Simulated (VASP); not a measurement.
# TiAl (Pm-3m) in VASP: a series of runs

Runs on TiAl. Level: PBEsol. Tasks: single point, relaxation of cell and atoms.

All numbers are computed with VASP 6.6.1; they aren't measurements. Logs are shortened: lines on timing, memory, paths and dates and some standing lists are left out, and cuts for length are marked.

## 1. The cell of the first run

The structure is cubic, space group Pm-3m (No. 221). The conventional cell has a = 3.116 Å, b = 3.116 Å, c = 3.116 Å, α = 90.00°, β = 90.00°, γ = 90.00°. Ti (site symmetry m-3m) has 8 Al at 2.70 Å and 6 Ti at 3.12 Å within 3.6 Å. Within 3.6 Å of Al (site symmetry m-3m) lie 8 Ti at 2.70 Å and 6 Al at 3.12 Å.

## 2. Single point, PBEsol

INCAR reads:

```
PREC     = Accurate       # precision mode
ENCUT    = 520            # plane-wave cutoff, eV
EDIFF    = 1E-7           # SCF threshold, eV
ISMEAR   = -1             # smearing method
SIGMA    = 0.05           # smearing width, eV
LREAL    = False          # projectors in reciprocal space
LASPH    = True           # aspherical terms in the spheres
NELM     = 80             # most SCF steps
ALGO     = Normal         # electronic algorithm
ISIF     = 2              # what is computed and relaxed
LWAVE    = False          # write WAVECAR
LCHARG   = False          # write CHGCAR
GGA      = PS             # functional
NBANDS   = 14             # bands
```

KPOINTS reads:

```
regular mesh
0
Gamma
  8 8 8
```

POSCAR reads:

```
TiAl
1.0
    3.1158472051      0.0000000000      0.0000000000
    0.0000000000      3.1158472051      0.0000000000
    0.0000000000      0.0000000000      3.1158472051
Ti Al
1 1
Direct
    0.0000000000      0.0000000000      0.0000000000
    0.5000000000      0.5000000000      0.5000000000
```

Potentials or basis: VASP PAW PBE potentials, release 64 (Ti_sv, Al).

Launch:

```console
> cat potpaw_PBE.64/Ti_sv/POTCAR potpaw_PBE.64/Al/POTCAR > POTCAR
> mpirun -np 1 vasp_std > vasp.out
```

OUTCAR:

```text
PREC = Accurate
   ENCUT = 520
   EDIFF = 1E-7
   ISMEAR = -1
   LREAL = False
   LASPH = True
   NELM = 80
   ISIF = 2
   GGA = PS

 ion  position               nearest neighbor table
   1  0.000  0.000  0.000-   2 2.70   2 2.70   2 2.70   2 2.70   2 2.70   2 2.70   2 2.70   2 2.70

   2  0.500  0.500  0.500-   1 2.70   1 2.70   1 2.70   1 2.70   1 2.70   1 2.70   1 2.70   1 2.70

  LATTYP: Found a simple cubic cell.
 ALAT       =     3.1158472051

  Lattice vectors:

 A1 = (   3.1158472051,   0.0000000000,   0.0000000000)
 A2 = (   0.0000000000,   3.1158472051,   0.0000000000)
 A3 = (   0.0000000000,   0.0000000000,   3.1158472051)

Analysis of symmetry for initial positions (statically):
=====================================================================
 Subroutine PRICEL returns:
 Original cell was already a primitive cell.

 Routine SETGRP: Setting up the symmetry group for a
 simple cubic supercell.

 Subroutine GETGRP returns: Found 48 space group operations
 (whereof 48 operations were pure point group operations)
 out of a pool of 48 trial point group operations.

The static configuration has the point symmetry O_h .

Analysis of symmetry for dynamics (positions and initial velocities):
=====================================================================
 Subroutine PRICEL returns:
 Original cell was already a primitive cell.

 Routine SETGRP: Setting up the symmetry group for a
 simple cubic supercell.

 Subroutine GETGRP returns: Found 48 space group operations
 (whereof 48 operations were pure point group operations)
 out of a pool of 48 trial point group operations.

The dynamic configuration has the point symmetry O_h .

 Subroutine INISYM returns: Found 48 space group operations
 (whereof 48 operations are pure point group operations),
 and found     1 'primitive' translations

----------------------------------------------------------------------------------------

                                     Primitive cell

  volume of cell :      30.2502

  direct lattice vectors                    reciprocal lattice vectors
     3.115847205  0.000000000  0.000000000     0.320939999  0.000000000  0.000000000
     0.000000000  3.115847205  0.000000000     0.000000000  0.320939999  0.000000000
     0.000000000  0.000000000  3.115847205     0.000000000  0.000000000  0.320939999

  length of vectors
     3.115847205  3.115847205  3.115847205     0.320939999  0.320939999  0.320939999

  position of ions in fractional coordinates (direct lattice)
     0.000000000  0.000000000  0.000000000
     0.500000000  0.500000000  0.500000000

  ion indices of the primitive-cell ions
   primitive index   ion index
                 1           1
                 2           2

----------------------------------------------------------------------------------------

 KPOINTS: regular mesh

Automatic generation of k-mesh.
 Grid dimensions read from file:
 generate k-points for:    8    8    8

 Generating k-lattice:

  Cartesian coordinates                     Fractional coordinates (reciprocal lattice)
     0.040117500  0.000000000  0.000000000     0.125000000  0.000000000  0.000000000
     0.000000000  0.040117500  0.000000000     0.000000000  0.125000000  0.000000000
     0.000000000  0.000000000  0.040117500     0.000000000  0.000000000  0.125000000

  Length of vectors
     0.040117500  0.040117500  0.040117500

  Shift w.r.t. Gamma in fractional coordinates (k-lattice)
     0.000000000  0.000000000  0.000000000

 Subroutine IBZKPT returns following result:
 ===========================================

 Found     35 irreducible k-points:

 Following reciprocal coordinates:
            Coordinates               Weight
  0.000000  0.000000  0.000000      1.000000
  0.125000  0.000000  0.000000      6.000000
  0.250000  0.000000  0.000000      6.000000
  0.375000  0.000000  0.000000      6.000000
  0.500000  0.000000  0.000000      3.000000
  0.125000  0.125000  0.000000     12.000000
[... 16 lines left out ...]
  0.375000  0.375000  0.125000     24.000000
  0.500000  0.375000  0.125000     24.000000
 [... further k-points ...]
   k-points           NKPTS =     35   k-points in BZ     NKDIM =     35   number of bands    NBANDS=     14
   number of dos      NEDOS =    301   number of ions     NIONS =      2
   total plane-waves  NPLWV =  13824
   dimension x,y,z NGX =    24 NGY =   24 NGZ =   24
   dimension x,y,z NGXF=    48 NGYF=   48 NGZF=   48
   ions per type =               1   1
   NGX,Y,Z   is equivalent  to a cutoff of  12.81, 12.81, 12.81 a.u.
   NGXF,Y,Z  is equivalent  to a cutoff of  25.61, 25.61, 25.61 a.u.
 SYSTEM =  unknown system
   PREC   = accura    normal or accurate (medium, high low for compatibility)
   ISTART =      0    job   : 0-new  1-cont  2-samecut
   ICHARG =      2    charge: 1-file 2-atom 10-const
   ISPIN  =      1    spin polarized calculation?
   LNONCOLLINEAR =      F non collinear calculations
   LSORBIT =      F    spin-orbit coupling
   LASPH  =      T    aspherical Exc in radial PAW
   ENCUT  =  520.0 eV  38.22 Ry    6.18 a.u.   5.79  5.79  5.79*2*pi/ulx,y,z
   NELM   =     80;   NELMIN=  2; NELMDL= -5     # of ELM steps
   EDIFF  = 0.1E-06   stopping-criterion for ELM
   LREAL  =      F    real-space projection
   EDIFFG = 0.1E-05   stopping-criterion for IOM
   NSW    =      0    number of steps for IOM
   IBRION =     -1    ionic relax: 0-MD 1-quasi-New 2-CG
   NFREE  =      0    steps in history (QN), initial steepest desc. (CG)
   ISIF   =      2    stress and relaxation
   ISYM   =      2    0-nonsym 1-usesym 2-fastsym
   POTIM  = 0.5000    time-step for ionic-motion
   TEBEG  =    0.0;   TEEND  =   0.0 temperature during run
   PSTRESS=    0.0 pullay stress
   NELECT =      15.0000    total number of electrons
   NUPDOWN=      -1.0000    fix difference up-down
   EMIN   =  10.00;   EMAX   =-10.00  energy-range for DOS
   EFERMI =   0.00;   METHOD = LEGACY
   ISMEAR =    -1;   SIGMA  =   0.05  broadening in eV -4-tet -1-fermi 0-gaus
   EFERMI_NEDOS =   21; number of points for ismear=-14 and -15
   IALGO  =     38    algorithm
   IMIX   =      4    mixing-type and parameters
     AMIX     =   0.40;   BMIX     =  1.00
     AMIX_MAG =   1.60;   BMIX_MAG =  1.00
  volume/ion in A,a.u.               =      15.13       102.07
  Fermi-wavevector in a.u.,A,eV,Ry     =   1.295774  2.448657 22.844576  1.679029
  Thomas-Fermi vector in A             =   2.427272
   LORBIT       =      0    0 simple, 1 ext, 2 COOP (PROOUT), +10 PAW based schemes
   GGA     = PS    functional components
   LHFCALC =     F    Hartree Fock is set to
   AEXX    =    0.0000 exact exchange contribution
   IVDW    =     0    specifies the selected vdW correction
   LEPSILON=     F    determine dielectric tensor
   LRPA    =     F    only Hartree local field effects (RPA)
 non-spin polarized calculation
  energy-cutoff  :      520.00
  volume of cell :       30.25
 maximum number of plane-waves:       840
 NGX is ok and might be reduce to    24
   NGX = 11   NGY = 11   NGZ = 11

 number of electron      14.9999998 magnetization

 Free energy of the ion-electron system (eV)
  ---------------------------------------------------
  ext. energy  EPLUGINS =         0.00000000
  ---------------------------------------------------
  free energy    TOTEN  =       -12.95416993 eV

  energy without entropy =      -12.93269881  energy(sigma->0) =      -12.94343437

 E-fermi :   9.3202     XC(G=0): -11.4539

 val. band max:        9.2782881397   @ k =   0.3750   0.1250   0.1250
 cond. band min:       9.3388299226   @ k =   0.3750   0.3750   0.2500
 fundamental gap:      0.0605417828
 Fermi energy:         9.3202489625

 k-point     1 :       0.0000    0.0000    0.0000
  band No.  band energies     occupation
      1     -47.2142      2.00000
      2     -23.5110      2.00000
      3     -23.5110      2.00000
      4     -23.5110      2.00000
      5      -0.1983      2.00000
      6       7.7426      2.00000
      7       7.7426      2.00000
      8      11.2544      0.00000
      9      11.2544      0.00000
     10      11.2544      0.00000
     11      14.0441      0.00000
     12      14.0441      0.00000
     13      14.0441      0.00000
     14      18.5211      0.00000

 k-point     2 :       0.1250    0.0000    0.0000
  band No.  band energies     occupation
      1     -47.2113      2.00000
      2     -23.5433      2.00000
      3     -23.5082      2.00000
      4     -23.5082      2.00000
      5       0.0635      2.00000
      6       7.6045      2.00000
      7       7.8617      2.00000
      8      10.8451      0.00000
      9      10.8451      0.00000
     10      11.2866      0.00000
     11      13.1771      0.00000
     12      14.6386      0.00000
     13      14.6386      0.00000
     14      18.1452      0.00000

 k-point     3 :       0.2500    0.0000    0.0000
  band No.  band energies     occupation
      1     -47.2042      2.00000
      2     -23.6206      2.00000
      3     -23.5013      2.00000
      4     -23.5013      2.00000
      5       0.8244      2.00000
      6       6.8550      2.00000
      7       8.1763      2.00000
      8      10.1596      0.00000
      9      10.1596      0.00000
     10      11.3658      0.00000
     11      12.3375      0.00000
     12      15.9044      0.00000
     13      15.9044      0.00000
     14      17.2343      0.00000
[... 324 lines left out ...]
 k-point    23 :       0.3750    0.3750    0.1250
  band No.  band energies     occupation
      1     -47.1780      2.00000
      2     -23.6688      2.00000
      3     -23.6653      2.00000
      4     -23.5075      2.00000
      5       3.6906      2.00000
      6       6.5654      2.00000
      7       7.1457      2.00000
      8       8.9865      1.99748
      9      10.0803      0.00000
     10      10.2998      0.00000
     11      12.5731      0.00000
     12      14.2532      0.00000
     13      15.6598      0.00000
     14      16.9862      0.00000

 k-point    24 :       0.5000    0.3750    0.1250
  band No.  band energies     occupation
      1     -47.1751      2.00000
      2     -23.6967      2.00000
      3     -23.6626      2.00000
      4     -23.5045      2.00000
      5       4.1436      2.00000
      6       6.2439      2.00000
      7       7.3007      2.00000
      8       8.7112      1.99999
      9      10.2748      0.00000
     10      10.2899      0.00000
     11      12.4317      0.00000
     12      14.4857      0.00000
     13      14.8082      0.00000
     14      17.1928      0.00000

 [... further k-points ...]
[... 5 lines left out ...]
  --------------------------------------------------------------------------------------
  -------------------------------------------------------------------------------------
  Total        0.9587482      0.9587482      0.9587482      0.0000000      0.0000000     -0.0000000
  in kB       50.7792971     50.7792971     50.7792971      0.0000000      0.0000000     -0.0000000
  external PRESSURE =      50.7792971 kB  Pullay stress =       0.0000000 kB

 VOLUME and BASIS-vectors are now :
 -----------------------------------------------------------------------------
  energy-cutoff  :      520.00
  volume of cell :       30.25
      direct lattice vectors                 reciprocal lattice vectors
     3.115847205  0.000000000  0.000000000     0.320939999  0.000000000  0.000000000
     0.000000000  3.115847205  0.000000000     0.000000000  0.320939999  0.000000000
     0.000000000  0.000000000  3.115847205     0.000000000  0.000000000  0.320939999

 POSITION                                       TOTAL-FORCE (eV/Angst)
 -----------------------------------------------------------------------------------
      0.00000      0.00000      0.00000         0.000000      0.000000      0.000000
      1.55792      1.55792      1.55792         0.000000      0.000000      0.000000
 -----------------------------------------------------------------------------------
    total drift:                                0.000000      0.000000      0.000000

  FREE ENERGIE OF THE ION-ELECTRON SYSTEM (eV)
  ---------------------------------------------------
  free  energy   TOTEN  =       -12.9541699316 eV

  energy  without entropy=      -12.9326988054  energy(sigma->0) =      -12.94343437
```

It took 16 s on 1 thread of Intel Xeon 8259CL, shared host; peak memory 0.14 GiB.

Results:

| Quantity | Value |
| --- | --- |
| Free energy | -12.9542 eV |
| Pressure | 5.1 GPa |

Levels at points of the mesh, in eV from the Fermi level:
```tsv
k point	band 5	band 6	band 7	band 8	band 9	band 10
(0.00, 0.00, 0.00)	-9.52	-1.58	-1.58	1.93	1.93	1.93
(0.50, 0.00, 0.00)	-6.08	-5.36	-0.61	0.15	0.15	2.16
(0.50, 0.50, 0.00)	-5.17	-2.09	-2.09	-1.55	0.73	0.73
(0.50, 0.50, 0.50)	-3.28	-3.28	-3.28	1.02	3.06	3.06
```

Caveat: the PAW data sets were made with another functional, which shifts forces and pressure a little.

(Continued in part 2 of 2.)
